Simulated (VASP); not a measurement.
# C in VASP: notebook

Runs on C. Level: PBE+D3(BJ). Tasks: single point, relaxation of the atoms.

Everything below comes from runs of VASP 6.6.1. Logs are shortened: lines on timing, memory, paths and dates and some standing lists are left out, and cuts for length are marked.

## Step 1: The cell of the first run

The cell holds a slab with vacuum, 4 atoms: a = 2.466 Å, b = 2.466 Å, c = 32.600 Å, α = 90.00°, β = 90.00°, γ = 120.00°.

## Step 2: Single point, PBE+D3(BJ)

INCAR reads:

```
SYSTEM = C
  PREC = Accurate
  ENCUT = 520
  EDIFF = 1E-6
  ISMEAR = 0
  SIGMA = 0.1
  LREAL = .False.
  LASPH = .True.
  NELM = 60
  ALGO = Normal
  ISIF = 2
  LWAVE = .False.
  LCHARG = .True.
  LDIPOL = .True.
  IDIPOL = 3
  DIPOL = 0.5 0.5 0.500
  GGA = PE
  IVDW = 12
  LELF = .True.
  LVHAR = .True.
  LVACPOTAV = .True.
  NBANDS = 16
```

KPOINTS reads:

```
regular mesh
0
Gamma
  18 18 1
  0 0 0
```

POSCAR reads:

```
C
1.0
    2.4657190382      0.0000000000      0.0000000000
   -1.2328595191      2.1353753257      0.0000000000
    0.0000000000      0.0000000000     32.6000015684
C
4
Direct
    0.6666666667      0.3333333333      0.4451394639
    0.3333333333      0.6666666667      0.4451394646
    0.6666666667      0.3333333333      0.5548605361
    0.3333333333      0.6666666667      0.5548605354
```

Potentials or basis: VASP PAW PBE potentials, release 64 (C).

Command:

```bash
$ cat potpaw_PBE.64/C/POTCAR > POTCAR
$ mpirun -np 1 vasp_std > vasp.out
```

OUTCAR:

```text
SYSTEM = C
   PREC = Accurate
   ENCUT = 520
   EDIFF = 1E-6
   ISMEAR = 0
   LREAL = .False.
   LASPH = .True.
   NELM = 60
   ISIF = 2
   GGA = PE
   IVDW = 12
 IVDW          = 12

 ion  position               nearest neighbor table
   1  0.667  0.333  0.445-   2 1.42   2 1.42   2 1.42
   2  0.333  0.667  0.445-   1 1.42   1 1.42   1 1.42
   3  0.667  0.333  0.555-   4 1.42   4 1.42   4 1.42
   4  0.333  0.667  0.555-   3 1.42   3 1.42   3 1.42

  LATTYP: Found a hexagonal cell.
 ALAT       =     2.4657190382
 C/A-ratio  =    13.2212961263

  Lattice vectors:

 A1 = (   2.4657190382,   0.0000000000,   0.0000000000)
 A2 = (  -1.2328595191,   2.1353753257,   0.0000000000)
 A3 = (   0.0000000000,   0.0000000000,  32.6000015684)

Analysis of symmetry for initial positions (statically):
=====================================================================
 Subroutine PRICEL returns:
 Original cell was already a primitive cell.

 Routine SETGRP: Setting up the symmetry group for a
 hexagonal supercell.

 Subroutine GETGRP returns: Found 24 space group operations
 (whereof 24 operations were pure point group operations)
 out of a pool of 24 trial point group operations.

The static configuration has the point symmetry D_6h.

Analysis of symmetry for dynamics (positions and initial velocities):
=====================================================================
 Subroutine PRICEL returns:
 Original cell was already a primitive cell.

 Routine SETGRP: Setting up the symmetry group for a
 hexagonal supercell.

 Subroutine GETGRP returns: Found 24 space group operations
 (whereof 24 operations were pure point group operations)
 out of a pool of 24 trial point group operations.

The dynamic configuration has the point symmetry D_6h.

 Subroutine INISYM returns: Found 24 space group operations
 (whereof 24 operations are pure point group operations),
 and found     1 'primitive' translations

----------------------------------------------------------------------------------------

                                     Primitive cell

  volume of cell :     171.6467

  direct lattice vectors                    reciprocal lattice vectors
     2.465719038  0.000000000  0.000000000     0.405561211  0.234150875  0.000000000
    -1.232859519  2.135375326  0.000000000     0.000000000  0.468301749  0.000000000
     0.000000000  0.000000000 32.600001568     0.000000000  0.000000000  0.030674845

  length of vectors
     2.465719038  2.465719038 32.600001568     0.468301749  0.468301749  0.030674845

[... 90 lines left out ...]
   ISIF   =      2    stress and relaxation
   ISYM   =      2    0-nonsym 1-usesym 2-fastsym
   POTIM  = 0.5000    time-step for ionic-motion
   TEBEG  =    0.0;   TEEND  =   0.0 temperature during run
   PSTRESS=    0.0 pullay stress
   NELECT =      16.0000    total number of electrons
   NUPDOWN=      -1.0000    fix difference up-down
   EMIN   =  10.00;   EMAX   =-10.00  energy-range for DOS
   EFERMI =   0.00;   METHOD = LEGACY
   ISMEAR =     0;   SIGMA  =   0.10  broadening in eV -4-tet -1-fermi 0-gaus
   EFERMI_NEDOS =   21; number of points for ismear=-14 and -15
   IALGO  =     38    algorithm
   IMIX   =      4    mixing-type and parameters
     AMIX     =   0.40;   BMIX     =  1.00
     AMIX_MAG =   1.60;   BMIX_MAG =  1.00
  volume/ion in A,a.u.               =      42.91       289.58
  Fermi-wavevector in a.u.,A,eV,Ry     =   0.742283  1.402712  7.496599  0.550984
  Thomas-Fermi vector in A             =   1.837125
   LORBIT       =      0    0 simple, 1 ext, 2 COOP (PROOUT), +10 PAW based schemes
   GGA     = PE    functional components
   LHFCALC =     F    Hartree Fock is set to
   AEXX    =    0.0000 exact exchange contribution
   IVDW    =    12    specifies the selected vdW correction
   LEPSILON=     F    determine dielectric tensor
   LRPA    =     F    only Hartree local field effects (RPA)
 non-spin polarized calculation
 Gauss-broadening in eV      SIGMA  =   0.10
  energy-cutoff  :      520.00
  volume of cell :      171.65
 maximum number of plane-waves:      4686
   NGX =  9   NGY =  9   NGZ =121

 number of electron      15.9999997 magnetization

 dipolmoment           0.000000      0.000000      0.000000 electrons x Angstroem

 Free energy of the ion-electron system (eV)
  ---------------------------------------------------
  ext. energy  EPLUGINS =         0.00000000
  ---------------------------------------------------
  free energy    TOTEN  =       -36.88167629 eV

  energy without entropy =      -36.88166870  energy(sigma->0) =      -36.88167250

 E-fermi :  -2.4166     XC(G=0):  -2.4420

 val. band max:       -2.6449556235   @ k =   0.3333   0.3333   0.0000
 cond. band min:      -2.1883338067   @ k =   0.3333   0.3333   0.0000
 fundamental gap:      0.4566218168
 Fermi energy:        -2.4166447357

 k-point     1 :       0.0000    0.0000    0.0000
  band No.  band energies     occupation
      1     -21.9831      2.00000
      2     -21.8926      2.00000
      3     -10.3807      2.00000
      4      -9.6794      2.00000
      5      -5.4601      2.00000
      6      -5.4601      2.00000
[... 433 lines left out ...]
      3     -14.6482      2.00000
      4     -14.5976      2.00000
      5      -9.6664      2.00000
      6      -9.6449      2.00000
[... 8 lines left out ...]
     15       8.6388      0.00000
     16       8.8917      0.00000

 [... further k-points ...]

------------------------ aborting loop because EDIFF is reached ----------------------------------------

 Edisp (eV)   -0.45802

 E8    (eV) :    -0.1363

  FORCE on cell =-STRESS in cart. coord.  units (eV):
  Direction    XX          YY          ZZ          XY          YZ          ZX
  --------------------------------------------------------------------------------------
  -------------------------------------------------------------------------------------
  Total       0.09541     0.09541    -0.01177     0.00000    -0.00000     0.00000
  in kB       0.89056     0.89056    -0.10988     0.00000    -0.00000     0.00000
  external pressure =        0.56 kB  Pullay stress =        0.00 kB

 VOLUME and BASIS-vectors are now :
 -----------------------------------------------------------------------------
  energy-cutoff  :      520.00
  volume of cell :      171.65
      direct lattice vectors                 reciprocal lattice vectors
     2.465719038  0.000000000  0.000000000     0.405561211  0.234150875  0.000000000
    -1.232859519  2.135375326  0.000000000     0.000000000  0.468301749  0.000000000
     0.000000000  0.000000000 32.600001568     0.000000000  0.000000000  0.030674845

 POSITION                                       TOTAL-FORCE (eV/Angst)
 -----------------------------------------------------------------------------------
      1.23286      0.71179     14.51155         0.000000     -0.000000     -0.001349
     -0.00000      1.42358     14.51155        -0.000000      0.000000     -0.001349
      1.23286      0.71179     18.08845         0.000000     -0.000000      0.001349
     -0.00000      1.42358     18.08845        -0.000000      0.000000      0.001349
 -----------------------------------------------------------------------------------
    total drift:                                0.000000     -0.000000      0.000000

  FREE ENERGIE OF THE ION-ELECTRON SYSTEM (eV)
  ---------------------------------------------------
  free  energy   TOTEN  =       -37.3396943932 eV

  energy  without entropy=      -37.3396868044  energy(sigma->0) =      -37.33969060

 vacuum level on the upper side and lower side of the slab         1.847         1.847
```

stdout:

```text
POSCAR found type information on POSCAR C
 POSCAR found :  1 types and       4 ions
 scaLAPACK will be used
 LDA part: xc-table for (Slater+PW92), standard interpolation
 POSCAR, INCAR and KPOINTS ok, starting setup
 FFT: planning ... GRIDC
 FFT: planning ... GRID_SOFT
 FFT: planning ... GRID
 WAVECAR not read
 entering main loop
 -----------------------------------------------------------------------------
|                                                                             |
|           W    W    AA    RRRRR   N    N  II  N    N   GGGG   !!!           |
|           W    W   A  A   R    R  NN   N  II  NN   N  G    G  !!!           |
|           W    W  A    A  R    R  N N  N  II  N N  N  G       !!!           |
|           W WW W  AAAAAA  RRRRR   N  N N  II  N  N N  G  GGG   !            |
|           WW  WW  A    A  R   R   N   NN  II  N   NN  G    G                |
|           W    W  A    A  R    R  N    N  II  N    N   GGGG   !!!           |
|                                                                             |
|     Did not find any points to average over, which means that no vacuum     |
|     field-free region was found. Please increase the size of  your cell     |
|     in the dimension of the dipole correction to obtain accurate            |
|     workfunction values.                                                    |
|                                                                             |
 -----------------------------------------------------------------------------
```

Run time: 3.4 min. Hardware: 1 thread of AMD EPYC 7R43 (Zen 3), shared host; peak memory 0.27 GiB.

Results:

```yaml
Free_energy: -37.3397 eV
Dispersion_energy_per_atom: -0.115 eV
```

## Step 3: Relaxation of the atoms, PBE+D3(BJ) (biaxial strain +0.040)

INCAR reads:

```
PREC = Accurate ; ENCUT = 520
EDIFF = 1E-6 ; ISMEAR = 0
SIGMA = 0.1 ; LREAL = F
LASPH = T ; NELM = 60
ALGO = Normal ; ISIF = 2
LWAVE = F ; LCHARG = F
LDIPOL = T ; IDIPOL = 3
DIPOL = 0.5 0.5 0.500 ; GGA = PE
IVDW = 12 ; IBRION = 2
NSW = 60 ; EDIFFG = -0.01
```

KPOINTS reads:

```
regular mesh
0
Gamma
  18 18 1
```

POSCAR reads:

```
C
1.0
    2.5643477997      0.0000000000      0.0000000000
   -1.2821738998      2.2207903387      0.0000000000
    0.0000000000      0.0000000000     26.0032200122
C
2
Direct
    0.6666666667      0.3333333333      0.4999999925
    0.3333333333      0.6666666667      0.5000000075
```

Potentials or basis: VASP PAW PBE potentials, release 64 (C).

Command:

```bash
$ cat potpaw_PBE.64/C/POTCAR > POTCAR
$ mpirun -np 1 vasp_std > vasp.out
```

Wall time 92 s (1 thread of Intel Xeon Platinum 8259CL at 2.50GHz (Skylake/Cascade Lake), shared host); peak memory 0.26 GiB.

Results (log left out):

- Free energy: -18.4324 eV
- Band gap on the k mesh: zero (filled and empty bands touch)
- Dispersion energy per atom: -0.085 eV

Final structure:
```
C
1.0
     2.56435    0.00000    0.00000
    -1.28217    2.22079    0.00000
     0.00000    0.00000   26.00322
C
2
Direct
  0.66667 0.33333 0.50000
  0.33333 0.66667 0.50000
```

Levels at points of the mesh, in eV from the Fermi level:
```tsv
k point	band 2	band 3	band 4	band 5	band 6	band 7
(0.00, 0.00, 0.00)	-6.86	-3.07	-3.07	3.61	4.36	4.63
(0.50, 0.00, 0.00)	-12.52	-6.09	-2.14	1.62	6.26	10.84
```

Caveat: the cell differs from its parent crystal (biaxial strain +0.040); the relaxation stopped at its first step, so nothing moved.
